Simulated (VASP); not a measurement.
# As3Pt (Pm-3m) in VASP: notebook

The runs below take As3Pt through single point, relaxation of cell and atoms, with PBE.

Program: VASP 6.6.1. These are calculated values, not measurements. Logs are shortened: lines on timing, memory, paths and dates and some standing lists are left out, and cuts for length are marked.

## Step 1: The cell of the first run

The structure is cubic, space group Pm-3m (No. 221). Conventional cell: a = 4.148 Å, b = 4.148 Å, c = 4.148 Å, α = 90.00°, β = 90.00°, γ = 90.00°. Within 3.9 Å of As (site symmetry 4/mmm) lie 8 As at 2.93 Å and 4 Pt at 2.93 Å. Within 3.9 Å of Pt (site symmetry m-3m) lie 12 As at 2.93 Å.

## Step 2: Single point, PBE

Contents of INCAR:

```
SYSTEM = As3Pt
ALGO     = Normal         ! electronic algorithm
EDIFF    = 1E-7           ! SCF threshold, eV
ENCUT    = 520            ! plane-wave cutoff, eV
GGA      = PE             ! functional
ISIF     = 2              ! what is computed and relaxed
ISMEAR   = 0              ! smearing method
LASPH    = .TRUE.         ! aspherical terms in the spheres
LCHARG   = .FALSE.        ! write CHGCAR
LREAL    = .FALSE.        ! projectors in reciprocal space
LWAVE    = .FALSE.        ! write WAVECAR
NBANDS   = 20             ! bands
NELM     = 60             ! most SCF steps
PREC     = Accurate       ! precision mode
SIGMA    = 0.1            ! smearing width, eV
```

Contents of KPOINTS:

```
k-points
0
G
  4 4 4
  0 0 0
```

Contents of POSCAR:

```
As3Pt
1.0
    4.1478836960      0.0000000000      0.0000000000
    0.0000000000      4.1478836960      0.0000000000
    0.0000000000      0.0000000000      4.1478836960
As Pt
3 1
Direct
    0.0000000000      0.5000000000      0.5000000000
    0.5000000000      0.0000000000      0.5000000000
    0.5000000000      0.5000000000      0.0000000000
    0.0000000000      0.0000000000      0.0000000000
```

Potentials or basis: VASP PAW PBE potentials, release 64 (As, Pt).

Launch:

```
cat potpaw_PBE.64/As/POTCAR potpaw_PBE.64/Pt/POTCAR > POTCAR
mpirun -np 1 vasp_std > vasp.out
```

OUTCAR:

```text
SYSTEM = As3Pt
   EDIFF = 1E-7
   ENCUT = 520
   GGA = PE
   ISIF = 2
   ISMEAR = 0
   LASPH = .TRUE.
   LREAL = .FALSE.
   NELM = 60
   PREC = Accurate

 ion  position               nearest neighbor table
   1  0.000  0.500  0.500-   4 2.93   4 2.93   4 2.93   4 2.93
   2  0.500  0.000  0.500-   4 2.93   4 2.93   4 2.93   4 2.93
   3  0.500  0.500  0.000-   4 2.93   4 2.93   4 2.93   4 2.93
   4  0.000  0.000  0.000-   1 2.93   2 2.93   3 2.93   1 2.93   2 2.93   1 2.93   3 2.93   1 2.93
                             2 2.93   3 2.93   2 2.93   3 2.93

  LATTYP: Found a simple cubic cell.
 ALAT       =     4.1478836960

  Lattice vectors:

 A1 = (   4.1478836960,   0.0000000000,   0.0000000000)
 A2 = (   0.0000000000,   4.1478836960,   0.0000000000)
 A3 = (   0.0000000000,   0.0000000000,   4.1478836960)

Analysis of symmetry for initial positions (statically):
=====================================================================
 Subroutine PRICEL returns:
 Original cell was already a primitive cell.

 Routine SETGRP: Setting up the symmetry group for a
 simple cubic supercell.

 Subroutine GETGRP returns: Found 48 space group operations
 (whereof 48 operations were pure point group operations)
 out of a pool of 48 trial point group operations.

The static configuration has the point symmetry O_h .

Analysis of symmetry for dynamics (positions and initial velocities):
=====================================================================
 Subroutine PRICEL returns:
 Original cell was already a primitive cell.

 Routine SETGRP: Setting up the symmetry group for a
 simple cubic supercell.

 Subroutine GETGRP returns: Found 48 space group operations
 (whereof 48 operations were pure point group operations)
 out of a pool of 48 trial point group operations.

The dynamic configuration has the point symmetry O_h .

 Subroutine INISYM returns: Found 48 space group operations
 (whereof 48 operations are pure point group operations),
 and found     1 'primitive' translations

----------------------------------------------------------------------------------------

                                     Primitive cell

  volume of cell :      71.3641

  direct lattice vectors                    reciprocal lattice vectors
     4.147883696  0.000000000  0.000000000     0.241086798  0.000000000  0.000000000
     0.000000000  4.147883696  0.000000000     0.000000000  0.241086798  0.000000000
     0.000000000  0.000000000  4.147883696     0.000000000  0.000000000  0.241086798

  length of vectors
     4.147883696  4.147883696  4.147883696     0.241086798  0.241086798  0.241086798

  position of ions in fractional coordinates (direct lattice)
     0.000000000  0.500000000  0.500000000
     0.500000000  0.000000000  0.500000000
     0.500000000  0.500000000  0.000000000
     0.000000000  0.000000000  0.000000000

  ion indices of the primitive-cell ions
   primitive index   ion index
                 1           1
                 2           2
                 3           3
                 4           4

----------------------------------------------------------------------------------------

 KPOINTS: k-points

Automatic generation of k-mesh.
 Grid dimensions read from file:
 generate k-points for:    4    4    4

 Generating k-lattice:

  Cartesian coordinates                     Fractional coordinates (reciprocal lattice)
     0.060271700  0.000000000  0.000000000     0.250000000  0.000000000  0.000000000
     0.000000000  0.060271700  0.000000000     0.000000000  0.250000000  0.000000000
     0.000000000  0.000000000  0.060271700     0.000000000  0.000000000  0.250000000

  Length of vectors
     0.060271700  0.060271700  0.060271700

  Shift w.r.t. Gamma in fractional coordinates (k-lattice)
     0.000000000  0.000000000  0.000000000

 Subroutine IBZKPT returns following result:
 ===========================================

 Found     10 irreducible k-points:

 Following reciprocal coordinates:
            Coordinates               Weight
  0.000000  0.000000  0.000000      1.000000
  0.250000  0.000000  0.000000      6.000000
  0.500000  0.000000  0.000000      3.000000
  0.250000  0.250000  0.000000     12.000000
  0.500000  0.250000  0.000000     12.000000
  0.500000  0.500000  0.000000      3.000000
  0.250000  0.250000  0.250000      8.000000
  0.500000  0.250000  0.250000     12.000000
  0.500000  0.500000  0.250000      6.000000
  0.500000  0.500000  0.500000      1.000000
   k-points           NKPTS =     10   k-points in BZ     NKDIM =     10   number of bands    NBANDS=     20
   number of dos      NEDOS =    301   number of ions     NIONS =      4
   total plane-waves  NPLWV =  32768
   dimension x,y,z NGX =    32 NGY =   32 NGZ =   32
   dimension x,y,z NGXF=    64 NGYF=   64 NGZF=   64
   ions per type =               3   1
   NGX,Y,Z   is equivalent  to a cutoff of  12.83, 12.83, 12.83 a.u.
   NGXF,Y,Z  is equivalent  to a cutoff of  25.65, 25.65, 25.65 a.u.
 SYSTEM =  As3Pt
   PREC   = accura    normal or accurate (medium, high low for compatibility)
   ISTART =      0    job   : 0-new  1-cont  2-samecut
   ICHARG =      2    charge: 1-file 2-atom 10-const
   ISPIN  =      1    spin polarized calculation?
   LNONCOLLINEAR =      F non collinear calculations
   LSORBIT =      F    spin-orbit coupling
   LASPH  =      T    aspherical Exc in radial PAW
   ENCUT  =  520.0 eV  38.22 Ry    6.18 a.u.   7.71  7.71  7.71*2*pi/ulx,y,z
   NELM   =     60;   NELMIN=  2; NELMDL= -5     # of ELM steps
   EDIFF  = 0.1E-06   stopping-criterion for ELM
   LREAL  =      F    real-space projection
   EDIFFG = 0.1E-05   stopping-criterion for IOM
   NSW    =      0    number of steps for IOM
   IBRION =     -1    ionic relax: 0-MD 1-quasi-New 2-CG
   NFREE  =      0    steps in history (QN), initial steepest desc. (CG)
   ISIF   =      2    stress and relaxation
   ISYM   =      2    0-nonsym 1-usesym 2-fastsym
   POTIM  = 0.5000    time-step for ionic-motion
   TEBEG  =    0.0;   TEEND  =   0.0 temperature during run
   PSTRESS=    0.0 pullay stress
   NELECT =      25.0000    total number of electrons
   NUPDOWN=      -1.0000    fix difference up-down
   EMIN   =  10.00;   EMAX   =-10.00  energy-range for DOS
   EFERMI =   0.00;   METHOD = LEGACY
   ISMEAR =     0;   SIGMA  =   0.10  broadening in eV -4-tet -1-fermi 0-gaus
   EFERMI_NEDOS =   21; number of points for ismear=-14 and -15
   IALGO  =     38    algorithm
   IMIX   =      4    mixing-type and parameters
     AMIX     =   0.40;   BMIX     =  1.00
     AMIX_MAG =   1.60;   BMIX_MAG =  1.00
  volume/ion in A,a.u.               =      17.84       120.40
  Fermi-wavevector in a.u.,A,eV,Ry     =   1.154060  2.180857 18.120970  1.331854
  Thomas-Fermi vector in A             =   2.290699
   LORBIT       =      0    0 simple, 1 ext, 2 COOP (PROOUT), +10 PAW based schemes
   GGA     = PE    functional components
   LHFCALC =     F    Hartree Fock is set to
   AEXX    =    0.0000 exact exchange contribution
   IVDW    =     0    specifies the selected vdW correction
   LEPSILON=     F    determine dielectric tensor
   LRPA    =     F    only Hartree local field effects (RPA)
 non-spin polarized calculation
 Gauss-broadening in eV      SIGMA  =   0.10
  energy-cutoff  :      520.00
  volume of cell :       71.36
 maximum number of plane-waves:      1936
 NGX is ok and might be reduce to    32
   NGX = 15   NGY = 15   NGZ = 15

 number of electron      24.9999994 magnetization

 Free energy of the ion-electron system (eV)
  ---------------------------------------------------
  ext. energy  EPLUGINS =         0.00000000
  ---------------------------------------------------
  free energy    TOTEN  =       -18.86951075 eV

  energy without entropy =      -18.85509461  energy(sigma->0) =      -18.86230268

 E-fermi :   8.1572     XC(G=0): -11.4152

 val. band max:        8.1172620886   @ k =   0.2500   0.0000   0.0000
 cond. band min:       8.2413060744   @ k =   0.5000   0.2500   0.2500
 fundamental gap:      0.1240439857
 Fermi energy:         8.1571649707

 k-point     1 :       0.0000    0.0000    0.0000
  band No.  band energies     occupation
      1      -7.2358      2.00000
      2      -1.3523      2.00000
      3      -1.3523      2.00000
      4       2.5956      2.00000
      5       2.5956      2.00000
      6       2.5956      2.00000
[... 12 lines left out ...]
     19      15.6995      0.00000
     20      15.7001      0.00000

 k-point     2 :       0.2500    0.0000    0.0000
  band No.  band energies     occupation
      1      -6.7436      2.00000
      2      -2.8579      2.00000
      3      -1.0873      2.00000
      4       2.5879      2.00000
      5       2.5879      2.00000
      6       3.3888      2.00000
[... 12 lines left out ...]
     19      15.4897      0.00000
     20      15.6485      0.00000

 k-point     3 :       0.5000    0.0000    0.0000
  band No.  band energies     occupation
      1      -5.7224      2.00000
      2      -4.5872      2.00000
      3      -0.7473      2.00000
      4       2.5424      2.00000
      5       2.5424      2.00000
      6       3.1153      2.00000
[... 12 lines left out ...]
     19      13.1673      0.00000
     20      15.2783      0.00000

 k-point     4 :       0.2500    0.2500    0.0000
  band No.  band energies     occupation
      1      -6.2675      2.00000
      2      -2.8627      2.00000
      3      -2.1468      2.00000
      4       2.3546      2.00000
      5       2.7807      2.00000
      6       3.0261      2.00000
[... 107 lines left out ...]
 k-point     9 :       0.5000    0.5000    0.2500
  band No.  band energies     occupation
      1      -3.8759      2.00000
      2      -3.5725      2.00000
      3      -3.5725      2.00000
      4       0.9801      2.00000
      5       1.8888      2.00000
      6       2.6165      2.00000
[... 12 lines left out ...]
     19      17.0852      0.00000
     20      17.1303      0.00000

 k-point    10 :       0.5000    0.5000    0.5000
  band No.  band energies     occupation
      1      -3.3972      2.00000
      2      -3.3972      2.00000
      3      -3.3972      2.00000
      4       0.4169      2.00000
      5       1.9413      2.00000
      6       1.9413      2.00000
[... 12 lines left out ...]
     19      18.4935      0.00000
     20      18.4935      0.00000

------------------------ aborting loop because EDIFF is reached ----------------------------------------

  FORCE on cell =-STRESS in cart. coord.  units (eV):
  Direction    XX          YY          ZZ          XY          YZ          ZX
  --------------------------------------------------------------------------------------
  -------------------------------------------------------------------------------------
  Total        0.0630174      0.0630174      0.0630174     -0.0000000     -0.0000000     -0.0000000
  in kB        1.4147875      1.4147875      1.4147875     -0.0000000     -0.0000000     -0.0000000
  external PRESSURE =       1.4147875 kB  Pullay stress =       0.0000000 kB

 VOLUME and BASIS-vectors are now :
 -----------------------------------------------------------------------------
  energy-cutoff  :      520.00
  volume of cell :       71.36
      direct lattice vectors                 reciprocal lattice vectors
     4.147883696  0.000000000  0.000000000     0.241086798  0.000000000  0.000000000
     0.000000000  4.147883696  0.000000000     0.000000000  0.241086798  0.000000000
     0.000000000  0.000000000  4.147883696     0.000000000  0.000000000  0.241086798

 POSITION                                       TOTAL-FORCE (eV/Angst)
 -----------------------------------------------------------------------------------
      0.00000      2.07394      2.07394         0.000000      0.000000      0.000000
      2.07394      0.00000      2.07394         0.000000      0.000000      0.000000
      2.07394      2.07394      0.00000         0.000000      0.000000      0.000000
      0.00000      0.00000      0.00000         0.000000      0.000000      0.000000
 -----------------------------------------------------------------------------------
    total drift:                                0.000000     -0.000000     -0.000000

  FREE ENERGIE OF THE ION-ELECTRON SYSTEM (eV)
  ---------------------------------------------------
  free  energy   TOTEN  =       -18.8695107528 eV

  energy  without entropy=      -18.8550946073  energy(sigma->0) =      -18.86230268
```

Wall time 23 s (1 thread of Intel Xeon 8259CL, shared host); peak memory 0.18 GiB.

Results:

```yaml
Free_energy: -18.8695 eV
Pressure: 0.1 GPa
Band_gap_on_the_k_mesh: zero (an odd number of electrons rules out a gap without spin polarisation)
```

Caveat: the k points lie up to 0.38 Å⁻¹ apart, too coarse for converged energies and pressures of a metal; spin-orbit coupling is left out, which moves the levels of the heavy elements.

## Step 3: Relaxation of cell and atoms, PBE

This run uses another cell than the first one, of 18.96 Å³/atom.

Contents of INCAR:

```
ALGO     = Normal         # electronic algorithm
EDIFF    = 1E-6           # SCF threshold, eV
EDIFFG   = -0.04          # ionic threshold
ENCUT    = 600            # plane-wave cutoff, eV
GGA      = PE             # functional
IBRION   = 2              # ionic algorithm
ISIF     = 3              # what is computed and relaxed
ISMEAR   = 0              # smearing method
LASPH    = T              # aspherical terms in the spheres
LCHARG   = F              # write CHGCAR
LREAL    = F              # projectors in reciprocal space
LWAVE    = F              # write WAVECAR
NELM     = 60             # most SCF steps
NSW      = 90             # ionic steps
PREC     = Accurate       # precision mode
SIGMA    = 0.1            # smearing width, eV
```

Contents of KPOINTS:

```
k-points
0
Gamma
  4 4 4
```

Contents of POSCAR:

```
As3Pt
1.0
    4.2330406847      0.0000000000      0.0000000000
    0.0000000000      4.2330406847      0.0000000000
    0.0000000000      0.0000000000      4.2330406847
As Pt
3 1
Direct
    0.0000000000      0.5000000000      0.5000000000
    0.5000000000      0.0000000000      0.5000000000
    0.5000000000      0.5000000000      0.0000000000
    0.0000000000      0.0000000000      0.0000000000
```

Potentials or basis: VASP PAW PBE potentials, release 64 (As, Pt).

Launch:

```
cat potpaw_PBE.64/As/POTCAR potpaw_PBE.64/Pt/POTCAR > POTCAR
mpirun -np 1 vasp_std > vasp.out
```

Run time: 55 s. Hardware: 1 thread of Intel Xeon 8259CL, shared host; peak memory 0.22 GiB.

It converged, with:

| Quantity | Value |
| --- | --- |
| Free energy | -18.8698 eV |
| Relaxed volume | 17.87 Å³/atom |
| Relaxed cell | a = 4.150 Å, b = 4.150 Å, c = 4.150 Å, α = 90.00°, β = 90.00°, γ = 90.00° |
| Space group after relaxing (to 0.1 Å) | Pm-3m (No. 221) |
| Energy gained by relaxing | 21.7 meV/atom |
| Ionic steps | 3 |
| Pressure after relaxing | 0.0 GPa |
| Band gap on the k mesh | zero (an odd number of electrons rules out a gap without spin polarisation) |

The path:
```
step  energy change (eV)  largest force (eV/Å)  pressure (GPa)  volume (Å³)
   1              0.0000                0.0000           -5.96        75.85
   2             -0.0340                0.0000            5.70        68.36
   3             -0.0868                0.0000           -0.02        71.48
```

Final structure:
```yaml
crystal:
  lattice:
    - [4.15010, 0.00000, 0.00000]
    - [0.00000, 4.15010, 0.00000]
    - [0.00000, 0.00000, 4.15010]
  atoms:
    - { symbol: As, position: [0.00000, 0.50000, 0.50000] }
    - { symbol: As, position: [0.50000, 0.00000, 0.50000] }
    - { symbol: As, position: [0.50000, 0.50000, 0.00000] }
    - { symbol: Pt, position: [0.00000, 0.00000, 0.00000] }
```

Levels at points of the mesh, in eV from the Fermi level:
```csv
k point,band 10,band 11,band 12,band 13,band 14,band 15,band 16
"(0.00, 0.00, 0.00)",-2.81,-2.81,-1.50,0.16,0.16,0.16,2.81
"(0.50, 0.00, 0.00)",-2.50,-2.45,-1.42,-1.31,-1.31,1.40,3.08
"(0.50, 0.50, 0.00)",-2.30,-2.29,-1.79,-1.79,0.97,0.97,3.56
"(0.50, 0.50, 0.50)",-2.79,-2.30,-2.30,-2.30,3.91,3.91,3.97
```

Caveat: the k points lie up to 0.38 Å⁻¹ apart in the final cell, too coarse for converged energies and pressures of a metal; spin-orbit coupling is left out, which moves the levels of the heavy elements.
